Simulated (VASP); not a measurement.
# Rb2O3 (I-43d) in VASP: a series of runs, part 2 of 2

VASP 6.6.1.

### 3 Single point, LDA

This run uses another cell than the first one, of 20.03 Å³/atom.

File INCAR:

```
ALGO = Normal
EDIFF = 1E-6
ENCUT = 520
GGA = CA
ISIF = 2
ISMEAR = 0
LASPH = T
LCHARG = T
LELF = T
LREAL = Auto
LVHAR = T
LWAVE = F
NBANDS = 88
NELM = 60
PREC = Accurate
SIGMA = 0.1
```

File KPOINTS:

```
k-points
0
Gamma
  4 4 4
```

File POSCAR:

```
Rb2O3
1.0
   -4.6442000000      4.6442000000      4.6442000000
    4.6442000000     -4.6442000000      4.6442000000
    4.6442000000      4.6442000000     -4.6442000000
Rb O
8 12
Direct
    0.8924600000      0.8924600000      0.8924600000
    0.1075400000      0.5000000000      0.0000000000
    0.5000000000      0.0000000000      0.6075400000
    0.0000000000      0.1075400000      0.5000000000
    0.6075400000      0.5000000000      0.0000000000
    0.3924600000      0.3924600000      0.3924600000
    0.0000000000      0.6075400000      0.5000000000
    0.5000000000      0.0000000000      0.1075400000
    0.2500000000      0.1959000000      0.9459000000
    0.8041000000      0.2500000000      0.0541000000
    0.7500000000      0.3041000000      0.5541000000
    0.6959000000      0.7500000000      0.4459000000
    0.9459000000      0.2500000000      0.1959000000
    0.0541000000      0.8041000000      0.2500000000
    0.5541000000      0.7500000000      0.3041000000
    0.4459000000      0.6959000000      0.7500000000
    0.7500000000      0.4459000000      0.6959000000
    0.1959000000      0.9459000000      0.2500000000
    0.2500000000      0.0541000000      0.8041000000
    0.3041000000      0.5541000000      0.7500000000
```

Potentials or basis: VASP PAW LDA potentials, release 64 (Rb_sv, O).

Command:

```
cat potpaw_LDA.64/Rb_sv/POTCAR potpaw_LDA.64/O/POTCAR > POTCAR
mpirun -np 1 vasp_std > vasp.out
```

OUTCAR:

```text
EDIFF = 1E-6
   ENCUT = 520
   GGA = CA
   ISIF = 2
   ISMEAR = 0
   LASPH = T
   LREAL = Auto
   NELM = 60
   PREC = Accurate

 ion  position               nearest neighbor table
   1  0.892  0.892  0.892-   9 2.87  13 2.87  18 2.87  16 3.00  17 3.00  12 3.00  14 3.15  10 3.15
                            19 3.15   5 3.78   7 3.78   3 3.78   6 4.02   6 4.02   4 4.26   2 4.26
   2  0.108  0.500  0.000-  10 2.87  14 2.87  17 2.87  15 3.00   9 3.00  20 3.00  11 3.15  18 3.15
                            13 3.15   8 3.78   6 3.78   4 3.78   5 4.02   5 4.02   3 4.26   7 4.26
   3  0.500  0.000  0.608-  11 2.87  15 2.87  18 2.87  16 3.00  10 3.00  19 3.00  17 3.15  12 3.15
                            14 3.15   7 3.78   1 3.78   5 3.78   8 4.02   8 4.02   4 4.26   2 4.26
   4  0.000  0.108  0.500-  12 2.87  14 2.87  19 2.87  11 3.00  13 3.00  20 3.00  18 3.15   9 3.15
                            15 3.15   6 3.78   2 3.78   8 3.78   7 4.02   7 4.02   5 4.26   1 4.26
   5  0.608  0.500  0.000-   9 2.87  15 2.87  20 2.87  10 3.00  17 3.00  14 3.00  12 3.15  19 3.15
                            16 3.15   1 3.78   7 3.78   3 3.78   2 4.02   2 4.02   8 4.26   6 4.26
   6  0.392  0.392  0.392-  12 2.87  16 2.87  17 2.87   9 3.00  13 3.00  18 3.00  20 3.15  11 3.15
                            15 3.15   4 3.78   8 3.78   2 3.78   1 4.02   1 4.02   3 4.26   3 4.26
[... 922 lines left out ...]
     84       6.3879      0.00000
 [bands above 84 left out]

------------------------ aborting loop because EDIFF is reached ----------------------------------------

  FORCE on cell =-STRESS in cart. coord.  units (eV):
  Direction    XX          YY          ZZ          XY          YZ          ZX
  --------------------------------------------------------------------------------------
  -------------------------------------------------------------------------------------
  Total       -2.3418753     -2.3418753     -2.3418753      0.0000000      0.0000000      0.0000000
  in kB       -9.3644356     -9.3644356     -9.3644356      0.0000000      0.0000000      0.0000000
  external PRESSURE =      -9.3644356 kB  Pullay stress =       0.0000000 kB

 VOLUME and BASIS-vectors are now :
 -----------------------------------------------------------------------------
  energy-cutoff  :      520.00
  volume of cell :      400.68
      direct lattice vectors                 reciprocal lattice vectors
    -4.644200000  4.644200000  4.644200000     0.000000000  0.107661169  0.107661169
     4.644200000 -4.644200000  4.644200000     0.107661169  0.000000000  0.107661169
     4.644200000  4.644200000 -4.644200000     0.107661169  0.107661169  0.000000000

 POSITION                                       TOTAL-FORCE (eV/Angst)
 -----------------------------------------------------------------------------------
      4.14476      4.14476      4.14476         0.046843      0.046843      0.046843
      1.82266     -1.82266      2.82154         0.046843     -0.046843     -0.046843
      0.49944      5.14364     -0.49944        -0.046843     -0.046843      0.046843
      2.82154      1.82266     -1.82266        -0.046843      0.046843     -0.046843
     -0.49944      0.49944      5.14364         0.046843     -0.046843     -0.046843
      1.82266      1.82266      1.82266         0.046843      0.046843      0.046843
[... 12 lines left out ...]
      2.82460      4.64420     -2.32210        -2.794024     -0.000000     -0.000000
      4.64420      2.32210      0.50250         0.000000     -0.000000     -2.794024
 -----------------------------------------------------------------------------------
    total drift:                                0.000000      0.000000      0.000001

  FREE ENERGIE OF THE ION-ELECTRON SYSTEM (eV)
  ---------------------------------------------------
  free  energy   TOTEN  =       -94.6638298957 eV

  energy  without entropy=      -94.3628951688  energy(sigma->0) =      -94.51336253
```

OSZICAR:

```text
N       E                     dE             d eps       ncg     rms          rms(c)
DAV:   1     0.101983648818E+04    0.10198E+04   -0.71895E+04  1408   0.150E+03
DAV:   2    -0.118622661166E+02   -0.10317E+04   -0.10047E+04  1816   0.329E+02
DAV:   3    -0.101717703091E+03   -0.89855E+02   -0.88867E+02  1752   0.977E+01
DAV:   4    -0.104751211261E+03   -0.30335E+01   -0.30207E+01  2120   0.173E+01
DAV:   5    -0.104903471382E+03   -0.15226E+00   -0.15222E+00  2072   0.308E+00    0.194E+01
DAV:   6    -0.955371421953E+02    0.93663E+01   -0.25481E+01  1720   0.190E+01    0.987E+00
DAV:   7    -0.948750645917E+02    0.66208E+00   -0.50585E+00  1816   0.691E+00    0.527E+00
DAV:   8    -0.947173357250E+02    0.15773E+00   -0.11885E+00  1624   0.370E+00    0.145E+00
DAV:   9    -0.946644403444E+02    0.52895E-01   -0.44162E-01  1568   0.192E+00    0.632E-01
DAV:  10    -0.946665018738E+02   -0.20615E-02   -0.80220E-02  1552   0.871E-01    0.363E-01
DAV:  11    -0.946636098726E+02    0.28920E-02   -0.15962E-02  1624   0.380E-01    0.544E-02
DAV:  12    -0.946638415370E+02   -0.23166E-03   -0.16252E-03  2048   0.103E-01    0.494E-02
DAV:  13    -0.946638279264E+02    0.13611E-04   -0.31400E-04  1808   0.491E-02    0.775E-03
DAV:  14    -0.946638295716E+02   -0.16451E-05   -0.16682E-05  1816   0.109E-02    0.408E-03
DAV:  15    -0.946638298957E+02   -0.32416E-06   -0.10355E-06   968   0.376E-03
   1 F= -.94663830E+02 E0= -.94513363E+02  d E =-.300935E+00
```

stdout:

```text
POSCAR found type information on POSCAR RbO
 POSCAR found :  2 types and      20 ions
 scaLAPACK will be used
 LDA part: xc-table for (Slater(with rela. corr.)+CA(PZ))
 , standard interpolation
 POSCAR, INCAR and KPOINTS ok, starting setup
 FFT: planning ... GRIDC
 FFT: planning ... GRID_SOFT
 FFT: planning ... GRID
 WAVECAR not read
 entering main loop
```

Wall time 6.5 min (1 thread of Intel Xeon 6975P-C (Granite Rapids), shared host); peak memory 0.47 GiB.

What came out:

```
Free energy            : -94.6638 eV
Pressure               : -0.9 GPa
Largest force          : 2.794 eV/Å
Band gap on the k mesh : zero (bands 72 and 73 overlap by 0.05 eV)
```

Forces on the atoms (eV/Å):
```
Rb   0.047  0.047  0.047
Rb   0.047 -0.047 -0.047
Rb  -0.047 -0.047  0.047
Rb  -0.047  0.047 -0.047
Rb   0.047 -0.047 -0.047
Rb   0.047  0.047  0.047
Rb  -0.047  0.047 -0.047
Rb  -0.047 -0.047  0.047
O    2.794  0.000  0.000
O    0.000 -2.794  0.000
O   -2.794  0.000  0.000
O    0.000  2.794  0.000
O    0.000  2.794  0.000
O    0.000  0.000 -2.794
O    0.000 -2.794  0.000
O    0.000  0.000  2.794
O    2.794  0.000  0.000
O    0.000  0.000  2.794
O   -2.794  0.000  0.000
O    0.000  0.000 -2.794
```

Caveat: forces of over 1 eV/Å act on the atoms, so gaps and moduli don't describe the material at rest.

### 4 Single point, LDA

This run uses another cell than the first one, of 17.49 Å³/atom.

File INCAR:

```
SYSTEM = Rb2O3
  PREC = Accurate
  ENCUT = 520
  EDIFF = 1E-6
  ISMEAR = 0
  SIGMA = 0.1
  LREAL = Auto
  LASPH = .True.
  NELM = 60
  ALGO = Normal
  ISIF = 2
  LWAVE = .False.
  LCHARG = .False.
  NBANDS = 88
```

File KPOINTS:

```
Automatic mesh
0
Gamma
  6 6 6
  0 0 0
```

File POSCAR:

```
Rb2O3
1.0
   -4.4383537281      4.4383537281      4.4383537281
    4.4383537281     -4.4383537281      4.4383537281
    4.4383537281      4.4383537281     -4.4383537281
Rb O
8 12
Direct
    0.8931564503      0.8931564503      0.8931564503
    0.1068435497      0.5000000000      0.0000000000
    0.5000000000      0.0000000000      0.6068435497
    0.0000000000      0.1068435497      0.5000000000
    0.6068435497      0.5000000000      0.0000000000
    0.3931564503      0.3931564503      0.3931564503
    0.0000000000      0.6068435497      0.5000000000
    0.5000000000      0.0000000000      0.1068435497
    0.2500000000      0.2018356483      0.9518356483
    0.7981643517      0.2500000000      0.0481643517
    0.7500000000      0.2981643517      0.5481643517
    0.7018356483      0.7500000000      0.4518356483
    0.9518356483      0.2500000000      0.2018356483
    0.0481643517      0.7981643517      0.2500000000
    0.5481643517      0.7500000000      0.2981643517
    0.4518356483      0.7018356483      0.7500000000
    0.7500000000      0.4518356483      0.7018356483
    0.2018356483      0.9518356483      0.2500000000
    0.2500000000      0.0481643517      0.7981643517
    0.2981643517      0.5481643517      0.7500000000
```

Command:

```
cat potpaw_LDA.64/Rb_sv/POTCAR potpaw_LDA.64/O/POTCAR > POTCAR
mpirun -np 1 vasp_std > vasp.out
```

It took 12 min on 1 thread of Intel Xeon 6975P-C (Granite Rapids), shared host; peak memory 0.53 GiB.

It converged, with:

```yaml
Free_energy: -95.7737 eV
Pressure: 0.7 GPa
Largest_force: 0.507 eV/Å
Band_gap_on_the_k_mesh: zero (bands 72 and 73 overlap by 0.10 eV)
```

Forces on the atoms (eV/Å):
```
Rb  -0.007 -0.007 -0.007
Rb  -0.007  0.007  0.007
Rb   0.007  0.007 -0.007
Rb   0.007 -0.007  0.007
Rb  -0.007  0.007  0.007
Rb  -0.007 -0.007 -0.007
Rb   0.007 -0.007  0.007
Rb   0.007  0.007 -0.007
O    0.507  0.000  0.000
O    0.000 -0.507  0.000
O   -0.507  0.000  0.000
O    0.000  0.507  0.000
O    0.000  0.507  0.000
O    0.000  0.000 -0.507
O    0.000 -0.507  0.000
O    0.000  0.000  0.507
O    0.507  0.000  0.000
O    0.000  0.000  0.507
O   -0.507  0.000  0.000
O    0.000  0.000 -0.507
```

Levels at points of the mesh, in eV from the Fermi level:
| k point | band 68 | band 69 | band 70 | band 71 | band 72 | band 73 | band 74 | band 75 | band 76 | band 77 |
| --- | --- | --- | --- | --- | --- | --- | --- | --- | --- | --- |
| (0.00, 0.00, 0.00) | -0.06 | -0.02 | -0.02 | -0.02 | -0.01 | -0.01 | -0.01 | 3.61 | 4.91 | 4.91 |
| (0.50, 0.00, 0.00) | -0.19 | -0.14 | -0.14 | -0.03 | -0.03 | 0.03 | 0.03 | 4.38 | 4.38 | 5.01 |
| (0.50, 0.50, 0.50) | -0.12 | -0.12 | -0.12 | -0.09 | -0.09 | -0.09 | -0.09 | 4.69 | 4.69 | 4.69 |

### 5 Summary

| cell | k mesh | gap on the mesh (eV) | pressure (GPa) | largest force (eV/Å) |
| --- | --- | --- | --- | --- |
| a = 7.718 Å, angles 109.5°, 20 atoms, atomic positions A | 4 × 4 × 4 | none | 0.3 | 0.55 |
| a = 8.044 Å, angles 109.5°, 20 atoms, atomic positions B | 4 × 4 × 4 | none | -0.9 | 2.79 |
| a = 7.687 Å, angles 109.5°, 20 atoms, atomic positions C | 6 × 6 × 6 | none | 0.7 | 0.51 |

Alike in all rows: task single point; level LDA; potentials or basis VASP PAW LDA potentials, release 64 (Rb_sv, O); no spin polarisation; cutoff (eV) 520; smearing gaussian 0.1 eV.

Caveats: forces of over 1 eV/Å act on the atoms, so gaps and moduli don't describe the material at rest (at least some runs).

Total energies depend on the potentials used, so only differences within one code and one set of settings carry meaning.
